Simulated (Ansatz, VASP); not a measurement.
Ru3C in VASP and in Ansatz

```xyz
4
Lattice="3.6832 0.0000 0.0000 0.0000 3.6832 0.0000 0.0000 0.0000 3.6832" Properties=species:S:1:pos:R:3 pbc="T T T"
Ru    0.0000    1.8416    1.8416
Ru    1.8416    0.0000    1.8416
Ru    1.8416    1.8416    0.0000
C     0.0000    0.0000    0.0000
```

Change from the starting cell: species swapped into the SmPt3 type (Pm-3m, No. 221).

Alike in both runs: functional PBE; k mesh 12 × 12 × 12; occupations gaussian, width 0.1 eV; no spin polarisation.

Ansatz relaxed the structure, and its values are those at the end. VASP's run is a single point on that final structure, the one shown.

```csv
,VASP,Ansatz
version,VASP 6.6.1,Ansatz 0.2.0
potentials or method,"VASP PAW PBE potentials, release 64 (Ru_pv, C), cutoff 520 eV","scalar-relativistic, plane waves, PAW"
valence electrons in the cell,46,52
```

|  | VASP | Ansatz | Ansatz less VASP |
| --- | --- | --- | --- |
| gap on the k mesh at the Fermi level (eV) | none | none | - |
| pressure (GPa) | 0.0 | 0.0 | +0.01 |

A gap of «none» marks a metal or a gap that the smearing closes. The functional is the same, so the differences come from potentials, cutoffs and numerics. VASP's potentials hold 46 valence electrons a cell and Ansatz's 52, so a difference there can come from the potentials and not from the codes.
